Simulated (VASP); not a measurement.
# Ti3N3O in VASP: notebook

The runs below take Ti3N3O through relaxation of the atoms, with PBE.

Everything below comes from runs of VASP 6.6.1. Logs are shortened: lines on timing, memory, paths and dates and some standing lists are left out, and cuts for length are marked.

## 1. The cell of the first run

The cell holds a slab with vacuum, 7 atoms: a = 3.003 Å, b = 3.003 Å, c = 19.758 Å, α = 90.00°, β = 90.00°, γ = 90.00°.

## 2. Relaxation of the atoms, PBE

File INCAR:

```
ALGO = Normal
DIPOL = 0.5 0.5 0.333
EDIFF = 1E-7
EDIFFG = -0.025
ENCUT = 520
GGA = PE
IBRION = 2
IDIPOL = 3
ISIF = 2
ISMEAR = 0
LASPH = T
LCHARG = F
LDIPOL = T
LREAL = F
LWAVE = F
NELM = 80
NSW = 50
PREC = Accurate
SIGMA = 0.1
```

File KPOINTS:

```
k-points
0
Gamma
  9 9 1
```

File POSCAR:

```
Ti3N3O
1.0
    3.0028555065      0.0000000000      0.0000000000
    0.0000000000      3.0028555065      0.0000000000
    0.0000000000      0.0000000000     19.7584945265
Ti N O
3 3 1
Selective dynamics
Direct
    0.5000000000      0.5000000000      0.2024445736  F F F
    0.0000000000      0.0000000000      0.3072496201  F F F
    0.5000000000      0.5000000000      0.4076776418  T T T
    0.0000000000      0.0000000000      0.2024445736  F F F
    0.5000000000      0.5000000000      0.3055678856  F F F
    0.0000000000      0.0000000000      0.4179718508  T T T
    0.0000000000      0.0000000000      0.4878152287  F F T
```

Potentials or basis: VASP PAW PBE potentials, release 64 (Ti_sv, N, O).

The run is started by

```sh
cat potpaw_PBE.64/Ti_sv/POTCAR potpaw_PBE.64/N/POTCAR potpaw_PBE.64/O/POTCAR > POTCAR
mpirun -np 1 vasp_std > vasp.out
```

OUTCAR:

```text
EDIFF = 1E-7
   EDIFFG = -0.025
   ENCUT = 520
   GGA = PE
   IBRION = 2
   ISIF = 2
   ISMEAR = 0
   LASPH = T
   LREAL = F
   NELM = 80
   NSW = 50
   PREC = Accurate

 ion  position               nearest neighbor table
   1  0.500  0.500  0.202-   5 2.04   4 2.12   4 2.12   4 2.12   4 2.12
   2  0.000  0.000  0.307-   4 2.07   5 2.12   5 2.12   5 2.12   5 2.12   6 2.19   3 2.91   3 2.91
                             3 2.91   3 2.91
   3  0.500  0.500  0.408-   5 2.02   6 2.13   6 2.13   6 2.13   6 2.13   2 2.91   2 2.91   2 2.91
                             2 2.91
   4  0.000  0.000  0.202-   2 2.07   1 2.12   1 2.12   1 2.12   1 2.12
   5  0.500  0.500  0.306-   3 2.02   1 2.04   2 2.12   2 2.12   2 2.12   2 2.12
   6  0.000  0.000  0.418-   7 1.38   3 2.13   3 2.13   3 2.13   3 2.13   2 2.19
   7  0.000  0.000  0.488-   6 1.38

  LATTYP: Found a simple tetragonal cell.
 ALAT       =     3.0028555065
 C/A-ratio  =     6.5799018580

  Lattice vectors:

 A1 = (   3.0028555065,   0.0000000000,   0.0000000000)
 A2 = (   0.0000000000,   3.0028555065,   0.0000000000)
 A3 = (   0.0000000000,   0.0000000000,  19.7584945265)

Analysis of symmetry for initial positions (statically):
=====================================================================
 Subroutine PRICEL returns:
 Original cell was already a primitive cell.

 Routine SETGRP: Setting up the symmetry group for a
 simple tetragonal supercell.

 Subroutine GETGRP returns: Found  8 space group operations
 (whereof  8 operations were pure point group operations)
 out of a pool of 16 trial point group operations.

The static configuration has the point symmetry C_4v.

Analysis of symmetry for dynamics (positions and initial velocities):
=====================================================================
 Subroutine PRICEL returns:
 Original cell was already a primitive cell.

 Routine SETGRP: Setting up the symmetry group for a
 simple tetragonal supercell.

 Subroutine GETGRP returns: Found  8 space group operations
 (whereof  8 operations were pure point group operations)
 out of a pool of 16 trial point group operations.

The dynamic configuration has the point symmetry C_4v.

Analysis of constrained symmetry for selective dynamics:
=====================================================================
 Subroutine PRICEL returns:
 Original cell was already a primitive cell.

[... 134 lines left out ...]
   AEXX    =    0.0000 exact exchange contribution
   IVDW    =     0    specifies the selected vdW correction
   LEPSILON=     F    determine dielectric tensor
   LRPA    =     F    only Hartree local field effects (RPA)
 conjugate gradient relaxation of ions
 non-spin polarized calculation
 Gauss-broadening in eV      SIGMA  =   0.10
  energy-cutoff  :      520.00
  volume of cell :      178.17
 maximum number of plane-waves:      4826
 NGX is ok and might be reduce to    24
   NGX = 11   NGY = 11   NGZ = 73

 dipolmoment           0.000000      0.000000     -0.508710 electrons x Angstroem

--------------------------------------- Ionic step        1  -------------------------------------------

 number of electron      57.0000000 magnetization

 Free energy of the ion-electron system (eV)
  ---------------------------------------------------
  ext. energy  EPLUGINS =         0.00000000
  ---------------------------------------------------
  free energy    TOTEN  =       -61.64373020 eV

  energy without entropy =      -61.62250116  energy(sigma->0) =      -61.63311568

------------------------ aborting loop because EDIFF is reached ----------------------------------------

  FORCE on cell =-STRESS in cart. coord.  units (eV):
  Direction    XX          YY          ZZ          XY          YZ          ZX
  --------------------------------------------------------------------------------------
  -------------------------------------------------------------------------------------
  Total       -0.9606699     -0.9606699     -0.3236293      0.0000000     -0.0000000      0.0000000
  in kB       -8.6389714     -8.6389714     -2.9102864      0.0000000     -0.0000000      0.0000000
  external PRESSURE =      -6.7294097 kB  Pullay stress =       0.0000000 kB
[... 104 lines left out ...]
  FREE ENERGIE OF THE ION-ELECTRON SYSTEM (eV)
  ---------------------------------------------------
  free  energy   TOTEN  =       -61.7402505155 eV

  energy  without entropy=      -61.7140402785  energy(sigma->0) =      -61.72714540

[... ionic steps 4 to 18 ...]

--------------------------------------- Ionic step       19  -------------------------------------------

 number of electron      56.9999995 magnetization

------------------------ aborting loop because EDIFF is reached ----------------------------------------
[... 77 lines left out ...]
--------------------------------------- Ionic step       21  -------------------------------------------

 number of electron      56.9999996 magnetization

 dipolmoment           0.000000      0.000000      0.061559 electrons x Angstroem

 Free energy of the ion-electron system (eV)
  ---------------------------------------------------
  ext. energy  EPLUGINS =         0.00000000
  ---------------------------------------------------
  free energy    TOTEN  =       -61.85732352 eV

  energy without entropy =      -61.83301895  energy(sigma->0) =      -61.84517123

 E-fermi :   1.8162     XC(G=0):  -5.5557

 val. band max:        1.8041406709   @ k =   0.2222   0.0000   0.0000
 cond. band min:       1.8316747892   @ k =   0.3333   0.1111   0.0000
 fundamental gap:      0.0275341183
 Fermi energy:         1.8162344902

 k-point     1 :       0.0000    0.0000    0.0000
  band No.  band energies     occupation
      1     -56.7201      2.00000
      2     -56.0095      2.00000
      3     -55.9126      2.00000
      4     -33.1130      2.00000
      5     -32.8147      2.00000
      6     -32.8147      2.00000
[... 544 lines left out ...]
     33       3.3199      0.00000
     34       3.4781      0.00000

------------------------ aborting loop because EDIFF is reached ----------------------------------------

 vacuum level on the upper side and lower side of the slab       (xc-potential included)         0.591        -0.763

  FORCE on cell =-STRESS in cart. coord.  units (eV):
  Direction    XX          YY          ZZ          XY          YZ          ZX
  --------------------------------------------------------------------------------------
  -------------------------------------------------------------------------------------
  Total       -4.8576504     -4.8576504     -0.3625268      0.0000000      0.0000000      0.0000000
  in kB      -43.6831671    -43.6831671     -3.2600776      0.0000000      0.0000000      0.0000000
  external PRESSURE =     -30.2088039 kB  Pullay stress =       0.0000000 kB
[... 22 lines left out ...]
  FREE ENERGIE OF THE ION-ELECTRON SYSTEM (eV)
  ---------------------------------------------------
  free  energy   TOTEN  =       -61.8573235162 eV

  energy  without entropy=      -61.8330189490  energy(sigma->0) =      -61.84517123

 reached required accuracy - stopping structural energy minimisation

 vacuum level on the upper side and lower side of the slab         5.953         4.563
```

OSZICAR:

```text
N       E                     dE             d eps       ncg     rms          rms(c)
DAV:   1     0.785269992621E+03    0.78527E+03   -0.30141E+04  1108   0.169E+03
DAV:   2     0.542107552677E+02   -0.73106E+03   -0.72057E+03  1174   0.519E+02
DAV:   3    -0.657386440163E+02   -0.11995E+03   -0.11891E+03  1612   0.193E+02
DAV:   4    -0.770304864936E+02   -0.11292E+02   -0.11261E+02  1640   0.558E+01
[... 419 lines left out ...]
DAV:  11    -0.618573229525E+02   -0.17254E-06   -0.45080E-08   644   0.171E-03    0.562E-04
DAV:  12    -0.618573230799E+02   -0.12736E-06   -0.22553E-08   634   0.958E-04    0.322E-04
DAV:  13    -0.618573232270E+02   -0.14708E-06   -0.13399E-08   624   0.621E-04    0.207E-04
DAV:  14    -0.618573234173E+02   -0.19037E-06   -0.22747E-08   674   0.506E-04    0.150E-04
DAV:  15    -0.618573235162E+02   -0.98820E-07   -0.10536E-08   614   0.407E-04
  21 F= -.61857324E+02 E0= -.61845171E+02  d E =-.218392E-03
```

CONTCAR:

```text
Ti3N3O
   1.00000000000000
     3.0028555065000000    0.0000000000000000    0.0000000000000000
     0.0000000000000000    3.0028555065000000    0.0000000000000000
     0.0000000000000000    0.0000000000000000   19.7584945265000016
  Ti              N               O
     3     3     1
Selective dynamics
Direct
     0.5000000000000000    0.5000000000000000    0.2024445735999976   F   F   F
     0.0000000000000000    0.0000000000000000    0.3072496201000021   F   F   F
     0.5000000000000000    0.5000000000000000    0.4281818562648801   T   T   T
     0.0000000000000000    0.0000000000000000    0.2024445735999976   F   F   F
     0.5000000000000000    0.5000000000000000    0.3055678855999986   F   F   F
     0.0000000000000000    0.0000000000000000    0.4135801497735090   T   T   T
     0.0000000000000000    0.0000000000000000    0.4867076788611291   F   F   T

  0.00000000E+00  0.00000000E+00  0.00000000E+00
  0.00000000E+00  0.00000000E+00  0.00000000E+00
  0.00000000E+00  0.00000000E+00  0.00000000E+00
  0.00000000E+00  0.00000000E+00  0.00000000E+00
  0.00000000E+00  0.00000000E+00  0.00000000E+00
  0.00000000E+00  0.00000000E+00  0.00000000E+00
  0.00000000E+00  0.00000000E+00  0.00000000E+00
```

Wall time 34 min (1 thread of Intel Xeon Platinum 8375C at 2.90GHz (Ice Lake), shared host); peak memory 0.35 GiB.

What came out:

```yaml
Free_energy: -61.8573 eV
Energy_gained_by_relaxing: 30.5 meV/atom
Ionic_steps: 21
Band_gap_on_the_k_mesh: zero (an odd number of electrons rules out a gap without spin polarisation)
```

Step by step:
```
step  energy change (eV)  largest force on free atoms (eV/Å)  pressure (GPa)
   1              0.0000                              1.0768           -0.67
   2             -0.0680                              0.8281           -1.30
   3             -0.0965                              1.3621           -1.91
   4             -0.1343                              0.9658           -1.90
   5             -0.1902                              0.4803           -1.80
   6             -0.1912                              0.6701           -1.76
   7             -0.2000                              0.4535           -1.99
   8             -0.2001                              0.4639           -1.97
   9             -0.2034                              0.1149           -2.10
  10             -0.2035                              0.1475           -2.13
  11             -0.2043                              0.1136           -2.15
  12             -0.2060                              0.1349           -2.23
  13             -0.2061                              0.2733           -2.37
  14             -0.2066                              0.1568           -2.30
  15             -0.2073                              0.1607           -2.37
  16             -0.2082                              0.1751           -2.55
  17             -0.2092                              0.1602           -2.59
  18             -0.2116                              0.1129           -2.72
  19             -0.2134                              0.1155           -2.95
  20             -0.2134                              0.0767           -3.09
  21             -0.2136                              0.0157           -3.02
```

Final structure:
```
Ti N O
1.0
     3.00286    0.00000    0.00000
     0.00000    3.00286    0.00000
     0.00000    0.00000   19.75849
Ti N O
3 3 1
Direct
  0.50000 0.50000 0.20244
  0.00000 0.00000 0.30725
  0.50000 0.50000 0.42818
  0.00000 0.00000 0.20244
  0.50000 0.50000 0.30557
  0.00000 0.00000 0.41358
  0.00000 0.00000 0.48671
```

Levels at points of the mesh, in eV from the Fermi level:
| k point | band 25 | band 26 | band 27 | band 28 | band 29 | band 30 | band 31 | band 32 | band 33 | band 34 |
| --- | --- | --- | --- | --- | --- | --- | --- | --- | --- | --- |
| (0.00, 0.00, 0.00) | -2.83 | -2.81 | -2.22 | -1.95 | -1.95 | -1.01 | -0.42 | 0.40 | 0.77 | 0.77 |

Caveat: an odd number of electrons without spin polarisation forces a metal; a magnetic or distorted state may lie lower.

## 3. Relaxation of the atoms, PBE

File INCAR:

```
SYSTEM = Ti3N3O
  ALGO = Normal
  DIPOL = 0.5 0.5 0.337
  EDIFF = 1E-6
  EDIFFG = -0.025
  ENCUT = 520
  GGA = PE
  IBRION = 2
  IDIPOL = 3
  ISIF = 2
  ISMEAR = 0
  LASPH = .TRUE.
  LCHARG = .FALSE.
  LDIPOL = .TRUE.
  LREAL = .FALSE.
  LWAVE = .FALSE.
  NELM = 60
  NSW = 50
  PREC = Accurate
  SIGMA = 0.1
```

File KPOINTS:

```
k-points
0
G
  9 9 1
  0 0 0
```

Edit POSCAR of step 2 so:

```diff
@@ -15,2 +15,2 @@
     0.0000000000      0.0000000000      0.4179718508  T T T
-    0.0000000000      0.0000000000      0.4878152287  F F T
+    0.5000000000      0.5000000000      0.5186774712  F F T
```

Potentials or basis: VASP PAW PBE potentials, release 64 (Ti_sv, N, O).

The run is started by

```sh
cat potpaw_PBE.64/Ti_sv/POTCAR potpaw_PBE.64/N/POTCAR potpaw_PBE.64/O/POTCAR > POTCAR
mpirun -np 1 vasp_std > vasp.out
```

OUTCAR:

```text
SYSTEM = Ti3N3O
   EDIFF = 1E-6
   EDIFFG = -0.025
   ENCUT = 520
   GGA = PE
   IBRION = 2
   ISIF = 2
   ISMEAR = 0
   LASPH = .TRUE.
   LREAL = .FALSE.
   NELM = 60
   NSW = 50
   PREC = Accurate

 ion  position               nearest neighbor table
   1  0.500  0.500  0.202-   5 2.04   4 2.12   4 2.12   4 2.12   4 2.12
   2  0.000  0.000  0.307-   4 2.07   5 2.12   5 2.12   5 2.12   5 2.12   6 2.19   3 2.91   3 2.91
                             3 2.91   3 2.91
   3  0.500  0.500  0.408-   5 2.02   6 2.13   6 2.13   6 2.13   6 2.13   7 2.19   2 2.91   2 2.91
                             2 2.91   2 2.91
   4  0.000  0.000  0.202-   2 2.07   1 2.12   1 2.12   1 2.12   1 2.12
   5  0.500  0.500  0.306-   3 2.02   1 2.04   2 2.12   2 2.12   2 2.12   2 2.12
   6  0.000  0.000  0.418-   3 2.13   3 2.13   3 2.13   3 2.13   2 2.19
   7  0.500  0.500  0.519-   3 2.19

  LATTYP: Found a simple tetragonal cell.
 ALAT       =     3.0028555065
 C/A-ratio  =     6.5799018580

  Lattice vectors:

 A1 = (   3.0028555065,   0.0000000000,   0.0000000000)
 A2 = (   0.0000000000,   3.0028555065,   0.0000000000)
 A3 = (   0.0000000000,   0.0000000000,  19.7584945265)

Analysis of symmetry for initial positions (statically):
[... 879 lines left out ...]

 number of electron      56.9999997 magnetization

------------------------ aborting loop because EDIFF is reached ----------------------------------------
[... 77 lines left out ...]
--------------------------------------- Ionic step       23  -------------------------------------------

 number of electron      56.9999996 magnetization

 dipolmoment           0.000000      0.000000      0.371696 electrons x Angstroem

 Free energy of the ion-electron system (eV)
  ---------------------------------------------------
  ext. energy  EPLUGINS =         0.00000000
  ---------------------------------------------------
  free energy    TOTEN  =       -63.71440443 eV

  energy without entropy =      -63.70269019  energy(sigma->0) =      -63.70854731

 E-fermi :  -0.5636     XC(G=0):  -5.6541

 val. band max:       -0.6419512347   @ k =   0.0000   0.0000   0.0000
 cond. band min:      -0.5035118706   @ k =   0.2222   0.1111   0.0000
 fundamental gap:      0.1384393641
 Fermi energy:        -0.5635754473

 k-point     1 :       0.0000    0.0000    0.0000
  band No.  band energies     occupation
      1     -58.4134      2.00000
      2     -58.0296      2.00000
      3     -56.0017      2.00000
      4     -34.8153      2.00000
      5     -34.5165      2.00000
      6     -34.5165      2.00000
[... 544 lines left out ...]
     33       1.6781      0.00000
     34       1.8695      0.00000

------------------------ aborting loop because EDIFF is reached ----------------------------------------

 vacuum level on the upper side and lower side of the slab       (xc-potential included)         3.617        -3.644

  FORCE on cell =-STRESS in cart. coord.  units (eV):
  Direction    XX          YY          ZZ          XY          YZ          ZX
  --------------------------------------------------------------------------------------
  -------------------------------------------------------------------------------------
  Total       -2.3786651     -2.3786651      2.1162502      0.0000000     -0.0000000      0.0000000
  in kB      -21.3905107    -21.3905107     19.0307047      0.0000000     -0.0000000      0.0000000
  external PRESSURE =      -7.9167723 kB  Pullay stress =       0.0000000 kB
[... 22 lines left out ...]
  FREE ENERGIE OF THE ION-ELECTRON SYSTEM (eV)
  ---------------------------------------------------
  free  energy   TOTEN  =       -63.7144044275 eV

  energy  without entropy=      -63.7026901851  energy(sigma->0) =      -63.70854731

 reached required accuracy - stopping structural energy minimisation

 vacuum level on the upper side and lower side of the slab         9.448         1.990
```

OSZICAR:

```text
N       E                     dE             d eps       ncg     rms          rms(c)
DAV:   1     0.772220149823E+03    0.77222E+03   -0.30038E+04  1108   0.169E+03
DAV:   2     0.553530603302E+02   -0.71687E+03   -0.70603E+03  1158   0.516E+02
[... 451 lines left out ...]
DAV:   5    -0.637144031917E+02    0.37750E-03   -0.18781E-03  1442   0.347E-01    0.793E-02
DAV:   6    -0.637144436846E+02   -0.40493E-04   -0.68134E-04  1526   0.239E-01    0.540E-02
DAV:   7    -0.637144184259E+02    0.25259E-04   -0.32849E-04  1602   0.153E-01    0.307E-02
DAV:   8    -0.637144100675E+02    0.83585E-05   -0.27724E-05  1486   0.384E-02    0.216E-02
DAV:   9    -0.637144041405E+02    0.59270E-05   -0.21779E-05  1390   0.320E-02    0.583E-03
DAV:  10    -0.637144044275E+02   -0.28700E-06   -0.57718E-06  1152   0.160E-02
  23 F= -.63714404E+02 E0= -.63708547E+02  d E =-.626990E-02
```

It took 73 min on 1 thread of Oxide Virtual Turin-like, shared host; peak memory 0.31 GiB.

Results:

```yaml
Free_energy: -63.7144 eV
Band_gap_on_the_k_mesh: zero (an odd number of electrons rules out a gap without spin polarisation)
```

Final structure:
```xyz
7
Lattice="3.0029 0.0000 0.0000 0.0000 3.0029 0.0000 0.0000 0.0000 19.7585" Properties=species:S:1:pos:R:3 pbc="T T T"
Ti    1.5014    1.5014    4.0000
Ti    0.0000    0.0000    6.0708
Ti    1.5014    1.5014    8.6135
N     0.0000    0.0000    4.0000
N     1.5014    1.5014    6.0376
N     0.0000    0.0000    8.0202
O     1.5014    1.5014   10.2246
```

Caveat: an odd number of electrons without spin polarisation forces a metal; a magnetic or distorted state may lie lower.

The gap in the log of VASP goes by the Fermi energy; the results here count the filled bands.